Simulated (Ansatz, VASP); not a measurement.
**One calculation of W, two programs**

Contents of INCAR:

```
SYSTEM = W
PREC = Accurate ; ENCUT = 600
EDIFF = 1E-7 ; ISMEAR = 0
SIGMA = 0.1 ; LREAL = .False.
LASPH = .True. ; NELM = 100
ALGO = Fast ; ISIF = 3
LWAVE = .False. ; LCHARG = .False.
GGA = PS ; IBRION = 2
NSW = 90 ; EDIFFG = -0.04
```

Contents of KPOINTS:

```
regular mesh
0
Gamma
  8 8 8
  0 0 0
```

POSCAR

```
W
1.0
   -2.4656804795      2.4656804795      1.3450742167
    2.4656804795     -2.4656804795      1.3450742167
    2.4656804795      2.4656804795     -1.3450742167
W
2
Direct
    0.0000000000      0.0000000000      0.0000000000
    0.7500000000      0.2500000000      0.5000000000
```

Input for Ansatz:

```yaml
crystal:
  lattice:
    - [-2.4656804795, 2.4656804795, 1.3450742167]
    - [2.4656804795, -2.4656804795, 1.3450742167]
    - [2.4656804795, 2.4656804795, -1.3450742167]
  atoms:
    - { symbol: W, position: [0.0, 0.0, 0.0] }
    - { symbol: W, position: [0.75, 0.25, 0.5] }
basis:
  ecutwfc: 420
kpoints:
  mp_grid: { grid: [8, 8, 8] }
hamiltonian:
  xc: pbesol
scf:
  occupations: { method: gaussian, width: 0.1 }
  lower_state_search: "off"
output:
  forces: true
  stress: true
  eigenvalues: true
relax:
  adjacent_minimum: "off"
  f_tol: 0.04
  max_steps: 70
  cell: { stress_tol: 0.4 }
```

Alike in both runs: task relaxation of cell and atoms; functional PBEsol; k mesh 8 × 8 × 8; occupations gaussian, width 0.1 eV; no spin polarisation.

```csv
,VASP,Ansatz
version,VASP 6.6.1,Ansatz 0.2.0
potentials or method,"VASP PAW PBE potentials, release 64 (W_sv), cutoff 600 eV","scalar-relativistic, plane waves, PAW"
valence electrons in the cell,28,28
```

|  | VASP | Ansatz | Ansatz less VASP |
| --- | --- | --- | --- |
| gap on the k mesh at the Fermi level, each at its own relaxed structure (eV) | none | none | - |
| relaxed volume (Å³/atom) | 17.14 | 17.09 | -0.057 |
| relaxed length of the cell vector where the two differ most in proportion (Å) | 3.824 | 3.819 | -0.0043 |

VASP's potentials were made for PBE, not for PBEsol. A gap of «none» marks a metal or a gap that the smearing closes.

Neither program's run includes spin-orbit coupling.
